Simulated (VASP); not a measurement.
# B6C (I4/mmm) in VASP: notebook

Runs on B6C. Level: PBE. Tasks: single point.

Program: VASP 6.6.1. These are calculated values, not measurements. Logs are shortened: lines on timing, memory, paths and dates and some standing lists are left out, and cuts for length are marked.

## 1. The cell of the first run

Symmetry: I4/mmm, No. 139, tetragonal system. Conventional cell: a = 5.118 Å, b = 5.118 Å, c = 4.472 Å, α = 90.00°, β = 90.00°, γ = 90.00°. B (site symmetry m2m) has 1 B at 1.59 Å and 1 C at 1.76 Å within 2.1 Å. Within 2.0 Å of B (site symmetry 4mm) lie 1 C at 1.48 Å and 1 B at 1.51 Å. Within 2.0 Å of C (site symmetry 4/mmm) lie 6 B at 1.48 to 1.76 Å.

The cell was built from a structure type or drawn by symmetry, and may not be a known phase.

## 2. Single point, PBE

Input file INCAR:

```
PREC = Accurate ; ENCUT = 600
EDIFF = 1E-6 ; ISMEAR = 0
SIGMA = 0.2 ; LREAL = False
LASPH = True ; NELM = 120
ALGO = Normal ; ISIF = 2
LWAVE = False ; LCHARG = False
GGA = PE ; NBANDS = 20
GGA_COMPAT = False
```

Input file KPOINTS:

```
Automatic mesh
0
Gamma
  4 4 4
```

Input file POSCAR:

```
B6C
1.0
   -2.5591492115      2.5591492115      2.2359556443
    2.5591492115     -2.5591492115      2.2359556443
    2.5591492115      2.5591492115     -2.2359556443
B C
6 1
Direct
    0.0000000000      0.6555667677      0.6555667677
    0.0000000000      0.3444332323      0.3444332323
    0.6688510213      0.6688510213      0.0000000000
    0.3311489787      0.3311489787      0.0000000000
    0.6555667677      0.0000000000      0.6555667677
    0.3444332323      0.0000000000      0.3444332323
    0.0000000000      0.0000000000      0.0000000000
```

Potentials or basis: VASP PAW PBE potentials, release 64 (B, C).

Command:

```sh
cat potpaw_PBE.64/B/POTCAR potpaw_PBE.64/C/POTCAR > POTCAR
mpirun -np 1 vasp_std > vasp.out
```

OUTCAR:

```text
PREC = Accurate
   ENCUT = 600
   EDIFF = 1E-6
   ISMEAR = 0
   LREAL = False
   LASPH = True
   NELM = 120
   ISIF = 2
   GGA = PE

 ion  position               nearest neighbor table
   1  0.000  0.656  0.656-   2 1.59   7 1.76
   2  0.000  0.344  0.344-   1 1.59   7 1.76
   3  0.669  0.669  0.000-   7 1.48   4 1.51
   4  0.331  0.331  0.000-   7 1.48   3 1.51
   5  0.656  0.000  0.656-   6 1.59   7 1.76
   6  0.344  0.000  0.344-   5 1.59   7 1.76
   7  0.000  0.000  0.000-   3 1.48   4 1.48   1 1.76   2 1.76   5 1.76   6 1.76

  LATTYP: Found a body centered tetragonal cell.
 ALAT       =     5.1182984230
 C/A-ratio  =     0.8737105419

  Lattice vectors:

 A1 = (  -2.5591492115,   2.5591492115,   2.2359556443)
 A2 = (   2.5591492115,  -2.5591492115,   2.2359556443)
 A3 = (   2.5591492115,   2.5591492115,  -2.2359556443)

Analysis of symmetry for initial positions (statically):
=====================================================================
 Subroutine PRICEL returns:
 Original cell was already a primitive cell.

 Routine SETGRP: Setting up the symmetry group for a
 body centered tetragonal supercell.

 Subroutine GETGRP returns: Found 16 space group operations
 (whereof 16 operations were pure point group operations)
 out of a pool of 16 trial point group operations.

The static configuration has the point symmetry D_4h.

Analysis of symmetry for dynamics (positions and initial velocities):
=====================================================================
 Subroutine PRICEL returns:
 Original cell was already a primitive cell.

 Routine SETGRP: Setting up the symmetry group for a
 body centered tetragonal supercell.

 Subroutine GETGRP returns: Found 16 space group operations
 (whereof 16 operations were pure point group operations)
 out of a pool of 16 trial point group operations.

The dynamic configuration has the point symmetry D_4h.

 Subroutine INISYM returns: Found 16 space group operations
 (whereof 16 operations are pure point group operations),
 and found     1 'primitive' translations

----------------------------------------------------------------------------------------

                                     Primitive cell

  volume of cell :      58.5753

  direct lattice vectors                    reciprocal lattice vectors
    -2.559149211  2.559149211  2.235955644     0.000000000  0.195377432  0.223618032
     2.559149211 -2.559149211  2.235955644     0.195377432  0.000000000  0.223618032
     2.559149211  2.559149211 -2.235955644     0.195377432  0.195377432  0.000000000

  length of vectors
     4.254172895  4.254172895  4.254172895     0.296946737  0.296946737  0.276305414

  position of ions in fractional coordinates (direct lattice)
     0.000000000  0.655566768  0.655566768
     0.000000000  0.344433232  0.344433232
     0.668851021  0.668851021  0.000000000
     0.331148979  0.331148979  0.000000000
     0.655566768  0.000000000  0.655566768
     0.344433232  0.000000000  0.344433232
     0.000000000  0.000000000  0.000000000

  ion indices of the primitive-cell ions
   primitive index   ion index
                 1           1
                 2           2
                 3           3
                 4           4
                 5           5
                 6           6
                 7           7

----------------------------------------------------------------------------------------

 KPOINTS: Automatic mesh

Automatic generation of k-mesh.
 Grid dimensions read from file:
 generate k-points for:    4    4    4

 Generating k-lattice:

  Cartesian coordinates                     Fractional coordinates (reciprocal lattice)
     0.000000000  0.048844358  0.055904508     0.250000000 -0.000000000  0.000000000
     0.048844358  0.000000000  0.055904508    -0.000000000  0.250000000  0.000000000
     0.048844358  0.048844358  0.000000000     0.000000000  0.000000000  0.250000000

  Length of vectors
     0.074236684  0.074236684  0.069076353

  Shift w.r.t. Gamma in fractional coordinates (k-lattice)
     0.000000000  0.000000000  0.000000000

 Subroutine IBZKPT returns following result:
 ===========================================

 Found     13 irreducible k-points:

 Following reciprocal coordinates:
            Coordinates               Weight
  0.000000  0.000000  0.000000      1.000000
  0.250000 -0.000000  0.000000      8.000000
  0.500000 -0.000000  0.000000      4.000000
  0.250000  0.250000  0.000000      8.000000
  0.500000  0.250000  0.000000     16.000000
 -0.250000  0.250000  0.000000      4.000000
  0.500000  0.500000  0.000000      2.000000
  0.250000  0.250000  0.250000      2.000000
 -0.250000  0.250000  0.250000      4.000000
  0.500000  0.500000  0.250000      4.000000
 -0.250000  0.500000  0.250000      8.000000
 -0.250000 -0.250000  0.250000      2.000000
  0.500000  0.500000  0.500000      1.000000
   k-points           NKPTS =     13   k-points in BZ     NKDIM =     13   number of bands    NBANDS=     20
   number of dos      NEDOS =    301   number of ions     NIONS =      7
   total plane-waves  NPLWV =  46656
   dimension x,y,z NGX =    36 NGY =   36 NGZ =   36
   dimension x,y,z NGXF=    72 NGYF=   72 NGZF=   72
   ions per type =               6   1
   NGX,Y,Z   is equivalent  to a cutoff of  14.07, 14.07, 14.07 a.u.
   NGXF,Y,Z  is equivalent  to a cutoff of  28.14, 28.14, 28.14 a.u.
 SYSTEM =  unknown system
   PREC   = accura    normal or accurate (medium, high low for compatibility)
   ISTART =      0    job   : 0-new  1-cont  2-samecut
   ICHARG =      2    charge: 1-file 2-atom 10-const
   ISPIN  =      1    spin polarized calculation?
   LNONCOLLINEAR =      F non collinear calculations
   LSORBIT =      F    spin-orbit coupling
   LASPH  =      T    aspherical Exc in radial PAW
   ENCUT  =  600.0 eV  44.10 Ry    6.64 a.u.   8.50  8.50  8.50*2*pi/ulx,y,z
   NELM   =    120;   NELMIN=  2; NELMDL= -5     # of ELM steps
   EDIFF  = 0.1E-05   stopping-criterion for ELM
   LREAL  =      F    real-space projection
   EDIFFG = 0.1E-04   stopping-criterion for IOM
   NSW    =      0    number of steps for IOM
   IBRION =     -1    ionic relax: 0-MD 1-quasi-New 2-CG
   NFREE  =      0    steps in history (QN), initial steepest desc. (CG)
   ISIF   =      2    stress and relaxation
   ISYM   =      2    0-nonsym 1-usesym 2-fastsym
   POTIM  = 0.5000    time-step for ionic-motion
   TEBEG  =    0.0;   TEEND  =   0.0 temperature during run
   PSTRESS=    0.0 pullay stress
   NELECT =      22.0000    total number of electrons
   NUPDOWN=      -1.0000    fix difference up-down
   EMIN   =  10.00;   EMAX   =-10.00  energy-range for DOS
   EFERMI =   0.00;   METHOD = LEGACY
   ISMEAR =     0;   SIGMA  =   0.20  broadening in eV -4-tet -1-fermi 0-gaus
   EFERMI_NEDOS =   21; number of points for ismear=-14 and -15
   IALGO  =     38    algorithm
   IMIX   =      4    mixing-type and parameters
     AMIX     =   0.40;   BMIX     =  1.00
     AMIX_MAG =   1.60;   BMIX_MAG =  1.00
  volume/ion in A,a.u.               =       8.37        56.47
  Fermi-wavevector in a.u.,A,eV,Ry     =   1.181166  2.232080 18.982210  1.395153
  Thomas-Fermi vector in A             =   2.317445
   LORBIT       =      0    0 simple, 1 ext, 2 COOP (PROOUT), +10 PAW based schemes
   GGA     = PE    functional components
   LHFCALC =     F    Hartree Fock is set to
   AEXX    =    0.0000 exact exchange contribution
   IVDW    =     0    specifies the selected vdW correction
   LEPSILON=     F    determine dielectric tensor
   LRPA    =     F    only Hartree local field effects (RPA)
 non-spin polarized calculation
 Gauss-broadening in eV      SIGMA  =   0.20
  energy-cutoff  :      600.00
  volume of cell :       58.58
 maximum number of plane-waves:      1964
 NGX is ok and might be reduce to    36
   NGX = 17   NGY = 17   NGZ = 17

 number of electron      21.9999999 magnetization

 Free energy of the ion-electron system (eV)
  ---------------------------------------------------
  ext. energy  EPLUGINS =         0.00000000
  ---------------------------------------------------
  free energy    TOTEN  =       -37.14697026 eV

  energy without entropy =      -37.09339537  energy(sigma->0) =      -37.12018282

 E-fermi :   6.2572     XC(G=0): -11.2907

 val. band max:        6.2187276668   @ k =   0.5000   0.2500   0.0000
 cond. band min:       6.2619935596   @ k =  -0.2500   0.2500   0.0000
 fundamental gap:      0.0432658928
 Fermi energy:         6.2571914499

 k-point     1 :       0.0000    0.0000    0.0000
  band No.  band energies     occupation
      1     -11.5513      2.00000
      2      -4.6943      2.00000
      3      -3.7841      2.00000
      4      -2.8682      2.00000
      5      -2.8682      2.00000
      6      -0.5812      2.00000
[... 12 lines left out ...]
     19      13.3854      0.00000
     20      13.3861      0.00000

 k-point     2 :       0.2500   -0.0000    0.0000
  band No.  band energies     occupation
      1     -11.2628      2.00000
      2      -5.6321      2.00000
      3      -3.5989      2.00000
      4      -3.1529      2.00000
      5      -2.4646      2.00000
      6      -1.2094      2.00000
[... 12 lines left out ...]
     19      11.7496      0.00000
     20      12.0119      0.00000
[... 212 lines left out ...]
      3      -3.5843      2.00000
      4      -3.5843      2.00000
      5      -2.8311      2.00000
      6      -2.0515      2.00000
[... 12 lines left out ...]
     19      11.6211      0.00000
     20      11.6211      0.00000

 k-point    13 :       0.5000    0.5000    0.5000
  band No.  band energies     occupation
      1     -10.6314      2.00000
      2      -4.8216      2.00000
      3      -4.6396      2.00000
      4      -4.6396      2.00000
      5      -4.2674      2.00000
      6      -2.8308      2.00000
[... 12 lines left out ...]
     19      12.7748      0.00000
     20      12.7748      0.00000

------------------------ aborting loop because EDIFF is reached ----------------------------------------

  FORCE on cell =-STRESS in cart. coord.  units (eV):
  Direction    XX          YY          ZZ          XY          YZ          ZX
  --------------------------------------------------------------------------------------
  -------------------------------------------------------------------------------------
  Total       -0.1616450     -0.1616450     -0.1570488      0.0000000      0.0000000      0.0000000
  in kB       -4.4213851     -4.4213851     -4.2956687      0.0000000      0.0000000      0.0000000
  external PRESSURE =      -4.3794796 kB  Pullay stress =       0.0000000 kB

 VOLUME and BASIS-vectors are now :
 -----------------------------------------------------------------------------
  energy-cutoff  :      600.00
  volume of cell :       58.58
      direct lattice vectors                 reciprocal lattice vectors
    -2.559149211  2.559149211  2.235955644     0.000000000  0.195377432  0.223618032
     2.559149211 -2.559149211  2.235955644     0.195377432  0.000000000  0.223618032
     2.559149211  2.559149211 -2.235955644     0.195377432  0.195377432  0.000000000

 POSITION                                       TOTAL-FORCE (eV/Angst)
 -----------------------------------------------------------------------------------
      3.35539      0.00000      0.00000         0.005911      0.000000     -0.000000
      1.76291      0.00000      0.00000        -0.005911      0.000000      0.000000
      0.00000      0.00000      2.99104         0.000000      0.000000     -0.025557
      0.00000      0.00000      1.48087         0.000000      0.000000      0.025557
      0.00000      3.35539      0.00000        -0.000000      0.005911     -0.000000
      0.00000      1.76291      0.00000        -0.000000     -0.005911      0.000000
      0.00000      0.00000      0.00000        -0.000000     -0.000000      0.000000
 -----------------------------------------------------------------------------------
    total drift:                               -0.000000     -0.000000     -0.000000

  FREE ENERGIE OF THE ION-ELECTRON SYSTEM (eV)
  ---------------------------------------------------
  free  energy   TOTEN  =       -37.1469702649 eV

  energy  without entropy=      -37.0933953652  energy(sigma->0) =      -37.12018282
```

Run time: 44 s. Hardware: 1 thread of AMD EPYC 7R13, shared host; peak memory 0.17 GiB.

What came out:

```
Free energy            : -37.1470 eV
Pressure               : -0.4 GPa
Largest force          : 0.026 eV/Å
Band gap on the k mesh : zero (bands 11 and 12 overlap by 2.80 eV)
```

Forces in eV/Å, atoms in the order of the input:
```
B    0.006  0.000  0.000
B   -0.006  0.000  0.000
B    0.000  0.000 -0.026
B    0.000  0.000  0.026
B    0.000  0.006  0.000
B    0.000 -0.006  0.000
C    0.000  0.000  0.000
```

Caveat: the k points lie up to 0.47 Å⁻¹ apart, too coarse for converged energies and pressures of a metal.

[end of part 1 of 2]
